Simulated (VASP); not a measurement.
# ZnS (P6_3mc) in VASP: single point with PBEsol

Aim: the single point of ZnS with PBEsol.

Everything below comes from runs of VASP 6.6.1. Logs are shortened: lines on timing, memory, paths and dates and some standing lists are left out, and cuts for length are marked.

## Step 1: The cell of the first run

It takes space group P6_3mc (No. 186, hexagonal). Conventional cell: a = 3.811 Å, b = 3.811 Å, c = 6.234 Å, α = 90.00°, β = 90.00°, γ = 120.00°. Zn (site symmetry 3m) has 4 S at 2.31 to 2.40 Å within 3.1 Å. Within 3.1 Å of S (site symmetry 3m) lie 4 Zn at 2.31 to 2.40 Å.

## Step 2: Single point, PBEsol

INCAR

```
SYSTEM = ZnS
PREC = Accurate
ENCUT = 520
EDIFF = 1E-7
ISMEAR = 0
SIGMA = 0.1
LREAL = Auto
LASPH = .TRUE.
NELM = 100
ALGO = Normal
ISIF = 2
LWAVE = .FALSE.
LCHARG = .FALSE.
GGA = PS
ISYM = 0
NBANDS = 86
```

KPOINTS

```
Automatic mesh
0
Gamma
  2 2 2
  0.5 0.5 0.5
```

POSCAR

```
ZnS
1.0
   -1.9054993908     -3.3004217586      6.2340000000
   -1.9054993908     -3.3004217586     -6.2340000000
    7.6219975631      0.0000000000      0.0000000000
Zn S
8 8
Direct
    0.1666666667      0.1666666667      0.8333333333
    0.1666666667      0.1666666667      0.3333333333
    0.6666666667      0.6666666667      0.8333333333
    0.6666666667      0.6666666667      0.3333333333
    0.5833333333      0.0833333333      0.1666666667
    0.5833333333      0.0833333333      0.6666666667
    0.0833333333      0.5833333333      0.1666666667
    0.0833333333      0.5833333333      0.6666666667
    0.3591666667      0.9741666667      0.8333333333
    0.3591666667      0.9741666667      0.3333333333
    0.8591666667      0.4741666667      0.8333333333
    0.8591666667      0.4741666667      0.3333333333
    0.7758333333      0.8908333333      0.1666666667
    0.7758333333      0.8908333333      0.6666666667
    0.2758333333      0.3908333333      0.1666666667
    0.2758333333      0.3908333333      0.6666666667
```

Potentials or basis: VASP PAW PBE potentials, release 64 (Zn, S).

Started as:

```sh
$ cat potpaw_PBE.64/Zn/POTCAR potpaw_PBE.64/S/POTCAR > POTCAR
$ mpirun -np 1 vasp_std > vasp.out
```

OUTCAR:

```text
SYSTEM = ZnS
   PREC = Accurate
   ENCUT = 520
   EDIFF = 1E-7
   ISMEAR = 0
   LREAL = Auto
   LASPH = .TRUE.
   NELM = 100
   ISIF = 2
   GGA = PS
   ISYM = 0

 ion  position               nearest neighbor table
   1  0.167  0.167  0.833-  16 2.31  15 2.31  14 2.31   9 2.40
   2  0.167  0.167  0.333-  15 2.31  16 2.31  13 2.31  10 2.40
   3  0.667  0.667  0.833-  14 2.31  13 2.31  16 2.31  11 2.40
   4  0.667  0.667  0.333-  13 2.31  14 2.31  15 2.31  12 2.40
   5  0.583  0.083  0.167-  10 2.31   9 2.31  12 2.31  13 2.40
   6  0.583  0.083  0.667-   9 2.31  10 2.31  11 2.31  14 2.40
[... 8 lines left out ...]
  15  0.276  0.391  0.167-   2 2.31   1 2.31   4 2.31   7 2.40
  16  0.276  0.391  0.667-   1 2.31   2 2.31   3 2.31   8 2.40

IMPORTANT INFORMATION: All symmetrisations will be switched off!
NOSYMM: (Re-)initialisation of all symmetry stuff for point group C_1.

----------------------------------------------------------------------------------------

                                     Primitive cell

  volume of cell :     313.6426

  direct lattice vectors                    reciprocal lattice vectors
    -1.905499391 -3.300421759  6.234000000     0.000000000 -0.151495789  0.080205326
    -1.905499391 -3.300421759 -6.234000000     0.000000000 -0.151495789 -0.080205326
     7.621997563  0.000000000  0.000000000     0.131199202 -0.075747895  0.000000000

  length of vectors
     7.306604390  7.306604390  7.621997563     0.171417235  0.171417235  0.151495789

  position of ions in fractional coordinates (direct lattice)
     0.166666667  0.166666667  0.833333333
     0.166666667  0.166666667  0.333333333
     0.666666667  0.666666667  0.833333333
     0.666666667  0.666666667  0.333333333
     0.583333333  0.083333333  0.166666667
     0.583333333  0.083333333  0.666666667
[... 8 lines left out ...]
     0.275833333  0.390833333  0.166666667
     0.275833333  0.390833333  0.666666667

  ion indices of the primitive-cell ions
   primitive index   ion index
                 1           1
                 2           2
                 3           3
                 4           4
                 5           5
                 6           6
[... 8 lines left out ...]
                15          15
                16          16

----------------------------------------------------------------------------------------

 KPOINTS: Automatic mesh

Automatic generation of k-mesh.
 Grid dimensions read from file:
 generate k-points for:    2    2    2

[... 47 lines left out ...]
   NFREE  =      0    steps in history (QN), initial steepest desc. (CG)
   ISIF   =      2    stress and relaxation
   ISYM   =      0    0-nonsym 1-usesym 2-fastsym
   POTIM  = 0.5000    time-step for ionic-motion
   TEBEG  =    0.0;   TEEND  =   0.0 temperature during run
   PSTRESS=    0.0 pullay stress
   NELECT =     144.0000    total number of electrons
   NUPDOWN=      -1.0000    fix difference up-down
   EMIN   =  10.00;   EMAX   =-10.00  energy-range for DOS
   EFERMI =   0.00;   METHOD = LEGACY
   ISMEAR =     0;   SIGMA  =   0.10  broadening in eV -4-tet -1-fermi 0-gaus
   EFERMI_NEDOS =   21; number of points for ismear=-14 and -15
   IALGO  =     38    algorithm
   IMIX   =      4    mixing-type and parameters
     AMIX     =   0.40;   BMIX     =  1.00
     AMIX_MAG =   1.60;   BMIX_MAG =  1.00
  volume/ion in A,a.u.               =      19.60       132.29
  Fermi-wavevector in a.u.,A,eV,Ry     =   1.262944  2.386617 21.701656  1.595027
  Thomas-Fermi vector in A             =   2.396326
   LORBIT       =      0    0 simple, 1 ext, 2 COOP (PROOUT), +10 PAW based schemes
   GGA     = PS    functional components
   LHFCALC =     F    Hartree Fock is set to
   AEXX    =    0.0000 exact exchange contribution
   IVDW    =     0    specifies the selected vdW correction
   LEPSILON=     F    determine dielectric tensor
   LRPA    =     F    only Hartree local field effects (RPA)
 non-spin polarized calculation
 Gauss-broadening in eV      SIGMA  =   0.10
  energy-cutoff  :      520.00
  volume of cell :      313.64
 maximum number of plane-waves:      8448
 NGX is ok and might be reduce to    54
   NGX = 27   NGY = 27   NGZ = 29

 number of electron     143.9999999 magnetization

 Free energy of the ion-electron system (eV)
  ---------------------------------------------------
  ext. energy  EPLUGINS =         0.00000000
  ---------------------------------------------------
  free energy    TOTEN  =       -60.67604400 eV

  energy without entropy =      -60.67604400  energy(sigma->0) =      -60.67604400

 E-fermi :   2.2625     XC(G=0):  -9.8719

 val. band max:        1.7483143551   @ k =  -0.2500   0.2500   0.2500
 cond. band min:       5.4933546651   @ k =  -0.2500   0.2500  -0.2500
 fundamental gap:      3.7450403100
 Fermi energy:         2.2624679599

 k-point     1 :       0.2500    0.2500    0.2500
  band No.  band energies     occupation
      1     -10.5090      2.00000
      2     -10.5090      2.00000
      3     -10.4643      2.00000
      4     -10.4643      2.00000
      5      -9.9440      2.00000
      6      -9.9440      2.00000
[... 337 lines left out ...]
     83       7.7587      0.00000
     84       7.7587      0.00000
 [bands above 84 left out]

------------------------ aborting loop because EDIFF is reached ----------------------------------------

  FORCE on cell =-STRESS in cart. coord.  units (eV):
  Direction    XX          YY          ZZ          XY          YZ          ZX
  --------------------------------------------------------------------------------------
  -------------------------------------------------------------------------------------
  Total       -1.5103101     -0.8438473     -4.5664764      0.5677000     -0.0004362     -0.0004019
  in kB       -7.7151019     -4.3106169    -23.3268855      2.8999765     -0.0022284     -0.0020531
  external PRESSURE =     -11.7842014 kB  Pullay stress =       0.0000000 kB

 VOLUME and BASIS-vectors are now :
 -----------------------------------------------------------------------------
  energy-cutoff  :      520.00
  volume of cell :      313.64
      direct lattice vectors                 reciprocal lattice vectors
    -1.905499391 -3.300421759  6.234000000     0.000000000 -0.151495789  0.080205326
    -1.905499391 -3.300421759 -6.234000000     0.000000000 -0.151495789 -0.080205326
     7.621997563  0.000000000  0.000000000     0.131199202 -0.075747895  0.000000000

 POSITION                                       TOTAL-FORCE (eV/Angst)
 -----------------------------------------------------------------------------------
      5.71650     -1.10014      0.00000         0.010956     -0.006607      0.305844
      1.90550     -1.10014      0.00000         0.010960     -0.006606      0.305845
      3.81100     -4.40056      0.00000         0.010959     -0.006602      0.305844
     -0.00000     -4.40056      0.00000         0.010955     -0.006607      0.305849
      0.00000     -2.20028      3.11700        -0.011038      0.006472      0.305932
      3.81100     -2.20028      3.11700        -0.011037      0.006468      0.305933
[... 8 lines left out ...]
      0.00000     -2.20028     -0.71691         0.011535     -0.006545     -0.306493
      3.81100     -2.20028     -0.71691         0.011467     -0.006526     -0.306492
 -----------------------------------------------------------------------------------
    total drift:                                0.000055      0.000690     -0.012343

  FREE ENERGIE OF THE ION-ELECTRON SYSTEM (eV)
  ---------------------------------------------------
  free  energy   TOTEN  =       -60.6760440020 eV

  energy  without entropy=      -60.6760440020  energy(sigma->0) =      -60.67604400
```

OSZICAR:

```text
N       E                     dE             d eps       ncg     rms          rms(c)
DAV:   1     0.133658498636E+04    0.13366E+04   -0.64069E+04   688   0.203E+03
DAV:   2     0.171960426745E+03   -0.11646E+04   -0.11196E+04   688   0.497E+02
DAV:   3    -0.483682332068E+02   -0.22033E+03   -0.21151E+03   754   0.185E+02
DAV:   4    -0.635469975163E+02   -0.15179E+02   -0.15077E+02   800   0.495E+01
DAV:   5    -0.638941493790E+02   -0.34715E+00   -0.34632E+00   784   0.760E+00    0.195E+01
DAV:   6    -0.605499854637E+02    0.33442E+01   -0.79241E+00   970   0.477E+01    0.147E+01
DAV:   7    -0.608137360986E+02   -0.26375E+00   -0.99094E+00   760   0.881E+00    0.634E+00
DAV:   8    -0.606774455748E+02    0.13629E+00   -0.69918E-01   866   0.676E+00    0.232E+00
DAV:   9    -0.606748435113E+02    0.26021E-02   -0.16366E-01   880   0.373E+00    0.500E-01
DAV:  10    -0.606754128952E+02   -0.56938E-03   -0.10794E-02   786   0.116E+00    0.344E-01
DAV:  11    -0.606758455451E+02   -0.43265E-03   -0.19294E-03   944   0.511E-01    0.164E-01
DAV:  12    -0.606760402728E+02   -0.19473E-03   -0.90515E-04   746   0.353E-01    0.700E-02
DAV:  13    -0.606760384882E+02    0.17846E-05   -0.99828E-05   824   0.917E-02    0.277E-02
DAV:  14    -0.606760415808E+02   -0.30926E-05   -0.17040E-05   746   0.310E-02    0.222E-02
DAV:  15    -0.606760440361E+02   -0.24554E-05   -0.15840E-05   808   0.411E-02    0.116E-02
DAV:  16    -0.606760438889E+02    0.14725E-06   -0.22868E-06   826   0.261E-02    0.519E-03
DAV:  17    -0.606760439399E+02   -0.50986E-07   -0.11194E-06   784   0.551E-03    0.283E-03
DAV:  18    -0.606760440020E+02   -0.62155E-07   -0.42914E-07   602   0.618E-03
   1 F= -.60676044E+02 E0= -.60676044E+02  d E =-.932586E-13
```

stdout:

```text
POSCAR found type information on POSCAR ZnS
 POSCAR found :  2 types and      16 ions
 scaLAPACK will be used
 -----------------------------------------------------------------------------
|                                                                             |
|                                                                             |
|     You enforced a specific xc type in the INCAR file but a different       |
|     I HOPE YOU KNOW WHAT YOU ARE DOING!                                     |
|                                                                             |
 -----------------------------------------------------------------------------

 LDA part: xc-table for (Slater+PW92), standard interpolation
 POSCAR, INCAR and KPOINTS ok, starting setup
 FFT: planning ... GRIDC
 FFT: planning ... GRID_SOFT
 FFT: planning ... GRID
 WAVECAR not read
 entering main loop
```

Run time: 2.6 min. Hardware: 1 thread of Intel Xeon 6975P-C (Granite Rapids), shared host; peak memory 0.43 GiB.

Results:

```yaml
Free_energy: -60.6760 eV
Pressure: -1.2 GPa
Largest_force: 0.307 eV/Å
Band_gap_on_the_k_mesh: 3.75 eV
```

Forces in eV/Å, atoms in the order of the input:
```
Zn   0.011 -0.007  0.306
Zn   0.011 -0.007  0.306
Zn   0.011 -0.007  0.306
Zn   0.011 -0.007  0.306
Zn  -0.011  0.006  0.306
Zn  -0.011  0.006  0.306
Zn  -0.011  0.006  0.306
Zn  -0.011  0.006  0.306
S   -0.011  0.007 -0.305
S   -0.011  0.007 -0.305
S   -0.011  0.007 -0.305
S   -0.011  0.007 -0.305
S    0.012 -0.007 -0.307
S    0.011 -0.007 -0.307
S    0.012 -0.007 -0.306
S    0.011 -0.007 -0.306
```

Caveat: the PAW data sets were made with another functional, which shifts forces and pressure a little; a shifted mesh leaves out Γ, where band edges can lie. A k mesh can miss the band edges.
